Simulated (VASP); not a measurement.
The system is Cs.

```
CELL_PARAMETERS angstrom
0.00000 5.30271 5.30271
5.30271 0.00000 5.30271
5.30271 5.30271 0.00000
ATOMIC_POSITIONS crystal
Cs 0.12500 0.12500 0.12500
Cs 0.87500 0.87500 0.87500
```

| Item | Value |
| --- | --- |
| Program | VASP 6.6.1 |
| Task | relaxation of cell and atoms |
| Functional | RPBE |
| Potentials or basis | VASP PAW PBE potentials, release 64 (Cs_sv) |
| Cutoff | 600 eV |
| k mesh | 5 × 5 × 5 |
| Occupations | fermi-dirac, width 0.1 eV |
| Spin | no spin polarisation |

At the start: pressure 0.3 GPa; volume 149.11 Å³/atom.

Problem. How do energy, volume and symmetry change on relaxing?

Solution. Over 5 steps the energy falls by 51.0 meV/atom and the volume is 216.76 Å³/atom (+45.4 %); space group Fd-3m (No. 227, to 0.05 Å).

Step by step:
```csv
step,energy change (eV),largest force (eV/Å),pressure (GPa),volume (Å³)
1,0.0000,0.0000,0.32,298.21
2,-0.0232,0.0000,0.26,311.08
3,-0.0729,0.0000,0.14,351.91
4,-0.1015,0.0000,-0.01,443.97
5,-0.1020,0.0000,0.00,433.53
```

Final structure:
```
CELL_PARAMETERS angstrom
0.00000 6.00706 6.00706
6.00706 0.00000 6.00706
6.00706 6.00706 0.00000
ATOMIC_POSITIONS crystal
Cs 0.12500 0.12500 0.12500
Cs 0.87500 0.87500 0.87500
```

Caveat: the volume moved by over 15 % at a fixed basis, so the end points are rough; the PAW data sets were made with another functional, which shifts forces and pressure a little.
